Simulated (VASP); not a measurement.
**Ta: single point with r2SCAN**

Crystal: Ta.

```
Ta
1.0
     0.00000    3.02814    3.02814
     3.02814    0.00000    3.02814
     3.02814    3.02814    0.00000
Ta
2
Cartesian
  0.0000 0.0000 0.0000
  1.5141 1.5141 1.5141
```

* Program: VASP 6.6.1
* Task: single point
* Functional: r2SCAN
* Potentials or basis: VASP PAW PBE potentials, release 64 (Ta_pv)
* Cutoff: 520 eV
* k mesh: 16 × 16 × 16
* Occupations: gaussian, width 0.1 eV
* Spin: no spin polarisation

| Item | Value |
| --- | --- |
| Pressure | 0.3 GPa |
| Band gap on the k mesh | zero (band 11 reaches 2.81 eV, above the bottom of band 12 at 1.64 eV) |

Levels at points of the mesh, in eV from the Fermi level:
```csv
k point,band 9,band 10,band 11,band 12,band 13,band 14
"(0.00, 0.00, 0.00)",-0.96,-0.34,-0.34,-0.34,2.19,2.19
"(0.50, 0.00, 0.00)",-0.84,-0.84,-0.38,-0.38,-0.13,3.44
"(0.50, 0.50, 0.00)",-1.05,-1.05,-0.27,-0.27,2.04,2.04
```

Wall time 4.6 min on 1 thread of Intel(R) Xeon(R) Platinum 8488C (Sapphire Rapids), with other jobs on the host, peak memory 0.27 GiB.

Caveat: the PAW data sets were made with another functional, which shifts forces and pressure a little; spin-orbit coupling is left out, which moves the levels of the heavy elements.
